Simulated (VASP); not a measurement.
# ZnS (P6_3mc) in VASP: further runs, part 2 of 2

VASP 6.6.1.

## (4) Single point, PBEsol (volume 20.759 Å^3 an atom, c/a of the conventional cell 1.6419)

Input file INCAR:

```
SYSTEM = ZnS
ALGO = Normal
EDIFF = 1E-6
ENCUT = 520
GGA = PS
ISIF = 2
ISMEAR = 0
LASPH = .TRUE.
LCHARG = .FALSE.
LREAL = .FALSE.
LWAVE = .FALSE.
NBANDS = 26
NELM = 60
PREC = Accurate
SIGMA = 0.05
```

Input file KPOINTS:

```
k-points
0
G
  9 9 6
  0 0 0
```

Input file POSCAR:

```
ZnS
1.0
    3.8796928979      0.0000000000      0.0000000000
   -1.9398464489      3.3599126084      0.0000000000
    0.0000000000      0.0000000000      6.3700242978
Zn S
2 2
Direct
    0.3333333333      0.6666666667      0.0054424479
    0.6666666667      0.3333333333      0.5054424479
    0.3333333333      0.6666666667      0.3795575521
    0.6666666667      0.3333333333      0.8795575521
```

Potentials or basis: VASP PAW PBE potentials, release 64 (Zn, S).

Command:

```
$ cat potpaw_PBE.64/Zn/POTCAR potpaw_PBE.64/S/POTCAR > POTCAR
$ mpirun -np 1 vasp_std > vasp.out
```

OUTCAR:

```text
SYSTEM = ZnS
   EDIFF = 1E-6
   ENCUT = 520
   GGA = PS
   ISIF = 2
   ISMEAR = 0
   LASPH = .TRUE.
   LREAL = .FALSE.
   NELM = 60
   PREC = Accurate

 ion  position               nearest neighbor table
   1  0.333  0.667  0.005-   4 2.38   4 2.38   4 2.38   3 2.38
   2  0.667  0.333  0.505-   3 2.38   3 2.38   3 2.38   4 2.38
   3  0.333  0.667  0.380-   2 2.38   2 2.38   2 2.38   1 2.38
   4  0.667  0.333  0.880-   1 2.38   1 2.38   1 2.38   2 2.38

  LATTYP: Found a hexagonal cell.
 ALAT       =     3.8796928979
 C/A-ratio  =     1.6418887952

  Lattice vectors:

 A1 = (   3.8796928979,   0.0000000000,   0.0000000000)
 A2 = (  -1.9398464489,   3.3599126084,   0.0000000000)
 A3 = (   0.0000000000,   0.0000000000,   6.3700242978)

Analysis of symmetry for initial positions (statically):
=====================================================================
 Subroutine PRICEL returns:
 Original cell was already a primitive cell.

 Routine SETGRP: Setting up the symmetry group for a
 hexagonal supercell.
[... 167 lines left out ...]
  ---------------------------------------------------
  ext. energy  EPLUGINS =         0.00000000
  ---------------------------------------------------
  free energy    TOTEN  =       -15.07089070 eV

  energy without entropy =      -15.07089070  energy(sigma->0) =      -15.07089070

 E-fermi :   1.7888     XC(G=0):  -9.6050

 val. band max:        1.5733079237   @ k =   0.0000   0.0000   0.0000
 cond. band min:       3.3946921436   @ k =   0.0000   0.0000   0.0000
 fundamental gap:      1.8213842199
 Fermi energy:         1.7888384235

 k-point     1 :       0.0000    0.0000    0.0000
  band No.  band energies     occupation
      1     -11.2642      2.00000
      2     -10.4092      2.00000
      3      -4.6161      2.00000
      4      -4.6025      2.00000
      5      -4.6025      2.00000
      6      -4.5288      2.00000
[... 685 lines left out ...]
     25      11.2536      0.00000
     26      11.2541      0.00000

 [... further k-points ...]
[... 5 lines left out ...]
  --------------------------------------------------------------------------------------
  -------------------------------------------------------------------------------------
  Total       -2.5392600     -2.5392600     -2.6080987     -0.0000000      0.0000000      0.0000000
  in kB      -48.9949513    -48.9949513    -50.3231920     -0.0000000      0.0000000      0.0000000
  external PRESSURE =     -49.4376982 kB  Pullay stress =       0.0000000 kB

 VOLUME and BASIS-vectors are now :
 -----------------------------------------------------------------------------
  energy-cutoff  :      520.00
  volume of cell :       83.04
      direct lattice vectors                 reciprocal lattice vectors
     3.879692898  0.000000000  0.000000000     0.257752360  0.148813394  0.000000000
    -1.939846449  3.359912608  0.000000000     0.000000000  0.297626789  0.000000000
     0.000000000  0.000000000  6.370024298     0.000000000  0.000000000  0.156985272

 POSITION                                       TOTAL-FORCE (eV/Angst)
 -----------------------------------------------------------------------------------
     -0.00000      2.23994      0.03467        -0.000000      0.000000     -0.015390
      1.93985      1.11997      3.21968         0.000000     -0.000000     -0.015390
     -0.00000      2.23994      2.41779         0.000000     -0.000000      0.015390
      1.93985      1.11997      5.60280         0.000000      0.000000      0.015390
 -----------------------------------------------------------------------------------
    total drift:                               -0.000000     -0.000000      0.000791

  FREE ENERGIE OF THE ION-ELECTRON SYSTEM (eV)
  ---------------------------------------------------
  free  energy   TOTEN  =       -15.0708906973 eV

  energy  without entropy=      -15.0708906973  energy(sigma->0) =      -15.07089070
```

OSZICAR:

```text
N       E                     dE             d eps       ncg     rms          rms(c)
DAV:   1     0.238284632266E+03    0.23828E+03   -0.16817E+04  2496   0.162E+03
DAV:   2     0.811142727454E+01   -0.23017E+03   -0.21990E+03  2620   0.342E+02
DAV:   3    -0.152969670133E+02   -0.23408E+02   -0.23184E+02  2942   0.109E+02
DAV:   4    -0.158657927735E+02   -0.56883E+00   -0.56760E+00  2858   0.172E+01
DAV:   5    -0.158746708745E+02   -0.88781E-02   -0.88759E-02  3022   0.212E+00    0.856E+00
DAV:   6    -0.150831238408E+02    0.79155E+00   -0.17480E+00  3582   0.386E+01    0.667E+00
DAV:   7    -0.150785353768E+02    0.45885E-02   -0.10141E+00  2652   0.619E+00    0.306E+00
DAV:   8    -0.150708666211E+02    0.76688E-02   -0.28376E-02  3258   0.182E+00    0.749E-01
DAV:   9    -0.150706383494E+02    0.22827E-03   -0.72429E-03  3404   0.144E+00    0.194E-01
DAV:  10    -0.150707652528E+02   -0.12690E-03   -0.58893E-04  3046   0.270E-01    0.976E-02
DAV:  11    -0.150708928634E+02   -0.12761E-03   -0.20347E-04  2602   0.942E-02    0.538E-02
DAV:  12    -0.150708884533E+02    0.44101E-05   -0.13386E-05  3036   0.781E-02    0.781E-03
DAV:  13    -0.150708909142E+02   -0.24609E-05   -0.58375E-06  2598   0.134E-02    0.405E-03
DAV:  14    -0.150708906973E+02    0.21697E-06   -0.32632E-07  1576   0.449E-03
   1 F= -.15070891E+02 E0= -.15070891E+02  d E =-.988525E-12
```

It took 1.7 min on 1 thread of AMD EPYC 7R43 (Zen 3), shared host; peak memory 0.21 GiB.

Results:

| Quantity | Value |
| --- | --- |
| Free energy | -15.0709 eV |
| Pressure | -4.9 GPa |
| Largest force | 0.015 eV/Å |
| Band gap on the k mesh | 1.82 eV, direct |

Forces in eV/Å, atoms in the order of the input:
```
Zn   0.000  0.000 -0.015
Zn   0.000  0.000 -0.015
S    0.000  0.000  0.015
S    0.000  0.000  0.015
```

Levels at points of the mesh, in eV from the valence-band top:
```tsv
k point	band 14	band 15	band 16	band 17	band 18	band 19	band 20	band 21	band 22	band 23
(0.00, 0.00, 0.00)	-0.83	-0.83	-0.08	0.00	0.00	1.82	2.90	6.25	6.25	6.50
(0.00, 0.00, 0.50)	-2.80	-0.43	-0.43	-0.43	-0.43	3.29	3.29	6.56	6.56	6.70
```

Caveat: the PAW data sets were made with another functional, which shifts forces and pressure a little.

## (5) Single point, PBEsol (volume 20.759 Å^3 an atom, c/a of the conventional cell 1.8537)

Input file INCAR:

```
ALGO = Normal
EDIFF = 1E-6
ENCUT = 520
GGA = PS
ISIF = 2
ISMEAR = 0
LASPH = T
LCHARG = F
LREAL = F
LWAVE = F
NBANDS = 26
NELM = 60
PREC = Accurate
SIGMA = 0.05
```

Input file KPOINTS:

```
k-points
0
Gamma
  9 9 6
```

Input file POSCAR:

```
ZnS
1.0
    3.7259078778      0.0000000000      0.0000000000
   -1.8629539389      3.2267308744      0.0000000000
    0.0000000000      0.0000000000      6.9067154331
Zn S
2 2
Direct
    0.3333333333      0.6666666667      0.0054424479
    0.6666666667      0.3333333333      0.5054424479
    0.3333333333      0.6666666667      0.3795575521
    0.6666666667      0.3333333333      0.8795575521
```

Command:

```
$ cat potpaw_PBE.64/Zn/POTCAR potpaw_PBE.64/S/POTCAR > POTCAR
$ mpirun -np 1 vasp_std > vasp.out
```

Run time: 93 s. Hardware: 1 thread of AMD EPYC 7R43 (Zen 3), shared host; peak memory 0.2 GiB.

Results (log left out):

| Item | Value |
| --- | --- |
| Free energy | -14.8087 eV |
| Pressure | -3.5 GPa |
| Largest force | 0.184 eV/Å |
| Band gap on the k mesh | 1.40 eV, direct |

Forces on the atoms (eV/Å):
```
Zn   0.000  0.000  0.184
Zn   0.000  0.000  0.184
S    0.000  0.000 -0.184
S    0.000  0.000 -0.184
```

Stress tensor (GPa, compression positive):
```
  0.39   0.00   0.00
  0.00   0.39   0.00
  0.00   0.00 -11.32
```

Levels at points of the mesh, in eV from the valence-band top:
| k point | band 16 | band 17 | band 18 | band 19 | band 20 | band 21 |
| --- | --- | --- | --- | --- | --- | --- |
| (0.00, 0.00, 0.00) | -0.53 | 0.00 | 0.00 | 1.40 | 3.55 | 5.57 |
| (0.00, 0.00, 0.50) | -0.28 | -0.28 | -0.28 | 3.50 | 3.50 | 5.82 |

Caveat: the PAW data sets were made with another functional, which shifts forces and pressure a little.

## (6) Single point, PBEsol (volume 20.759 Å^3 an atom, c/a of the conventional cell 1.4543)

Input file INCAR:

```
  PREC = Accurate
  ENCUT = 520
  EDIFF = 1E-7
  ISMEAR = 0
  SIGMA = 0.05
  LREAL = F
  LASPH = T
  NELM = 80
  ALGO = Normal
  ISIF = 2
  LWAVE = F
  LCHARG = F
  GGA = PS
  NBANDS = 26
```

Input file KPOINTS:

```
Automatic mesh
0
Gamma
  9 9 6
```

Input file POSCAR:

```
ZnS
1.0
    4.0398067900      0.0000000000      0.0000000000
   -2.0199033950      3.4985753065      0.0000000000
    0.0000000000      0.0000000000      5.8750910147
Zn S
2 2
Direct
    0.3333333333      0.6666666667      0.0054424479
    0.6666666667      0.3333333333      0.5054424479
    0.3333333333      0.6666666667      0.3795575521
    0.6666666667      0.3333333333      0.8795575521
```

Potentials or basis: VASP PAW PBE potentials, release 64 (Zn, S).

Command:

```
$ cat potpaw_PBE.64/Zn/POTCAR potpaw_PBE.64/S/POTCAR > POTCAR
$ mpirun -np 1 vasp_std > vasp.out
```

Run time: 1.7 min. Hardware: 1 thread of AMD EPYC 7R43 (Zen 3), shared host; peak memory 0.2 GiB.

The run converged. Its results:

```yaml
Free_energy: -14.7532 eV
Pressure: -3.0 GPa
Largest_force: 0.949 eV/Å
Band_gap_on_the_k_mesh: 1.81 eV, direct
```

Forces in eV/Å, atoms in the order of the input:
```
Zn   0.000  0.000 -0.949
Zn   0.000  0.000 -0.949
S    0.000  0.000  0.949
S    0.000  0.000  0.949
```

Stress tensor (GPa, compression positive):
```
-8.44  0.00  0.00
 0.00 -8.44  0.00
 0.00  0.00  7.77
```

Levels at points of the mesh, in eV from the valence-band top:
```
           k point  band 15  band 16  band 17  band 18  band 19  band 20  band 21  band 22
(0.00, 0.00, 0.00)    -1.30    -0.10    -0.10     0.00     1.81     2.10     5.76     5.76
(0.00, 0.00, 0.50)    -0.73    -0.73    -0.73    -0.73     2.98     2.98     6.22     6.22
```

Caveat: the PAW data sets were made with another functional, which shifts forces and pressure a little. A k mesh can miss the band edges.

## (7) Summary

```tsv
cell	gap on the mesh (eV)	pressure (GPa)	largest force (eV/Å)
a = 3.651, b = 3.651, c = 7.192 Å, angles 90.0, 90.0, 120.0°, 4 atoms	1.06	-1.9	0.14
a = 4.122, b = 4.122, c = 5.642 Å, angles 90.0, 90.0, 120.0°, 4 atoms	1.79	-0.6	1.86
a = 3.880, b = 3.880, c = 6.370 Å, angles 90.0, 90.0, 120.0°, 4 atoms	1.82	-4.9	0.02
a = 3.726, b = 3.726, c = 6.907 Å, angles 90.0, 90.0, 120.0°, 4 atoms	1.40	-3.5	0.18
a = 4.040, b = 4.040, c = 5.875 Å, angles 90.0, 90.0, 120.0°, 4 atoms	1.81	-3.0	0.95
```

Alike in all rows: task single point; level PBEsol; potentials or basis VASP PAW PBE potentials, release 64 (Zn, S); no spin polarisation; k mesh 9 × 9 × 6; cutoff (eV) 520; smearing gaussian 0.05 eV.

Caveats: the PAW data sets were made with another functional, which shifts forces and pressure a little.

Absolute energies hang on the potentials; compare differences alone.
